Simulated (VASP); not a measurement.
ScAl:

```
Sc Al
1.0
     3.38272    0.00000    0.00000
     0.00000    3.38272    0.00000
     0.00000    0.00000    3.38272
Sc Al
1 1
Cartesian
  1.6914 1.6914 1.6914
  0.0000 0.0000 0.0000
```

```yaml
Program: VASP 6.6.1
Task: relaxation of cell and atoms
Functional: PBEsol
Potentials_or_basis: VASP PAW PBE potentials, release 64 (Sc_sv, Al)
Cutoff: 500 eV
k_mesh: 12 × 12 × 12
Occupations: fermi-dirac, width 0.15 eV
Spin: no spin polarisation
```

At the start: pressure -2.2 GPa; volume 19.35 Å³/atom.

Question: How do energy, volume and symmetry change on relaxing?

Answer: Over 3 steps the energy falls by 4.0 meV/atom and the volume is 18.79 Å³/atom (-2.9 %); space group Pm-3m (No. 221, to 0.05 Å).

The path:
```tsv
step	energy change (eV)	largest force (eV/Å)	pressure (GPa)	volume (Å³)
1	0.0000	0.0000	-2.23	38.71
2	-0.0071	0.0000	0.80	37.22
3	-0.0080	0.0000	0.00	37.58
```

Final structure:
```cif
data_structure
_symmetry_space_group_name_H-M 'P 1'
_symmetry_Int_Tables_number 1
_cell_length_a 3.3496
_cell_length_b 3.3496
_cell_length_c 3.3496
_cell_angle_alpha 90.000
_cell_angle_beta 90.000
_cell_angle_gamma 90.000
_cell_volume 37.58
loop_
_atom_site_label
_atom_site_type_symbol
_atom_site_fract_x
_atom_site_fract_y
_atom_site_fract_z
_atom_site_occupancy
Sc1 Sc 0.50000 0.50000 0.50000 1
Al1 Al 0.00000 0.00000 0.00000 1
```

Caveat: the PAW data sets were made with another functional, which shifts forces and pressure a little.
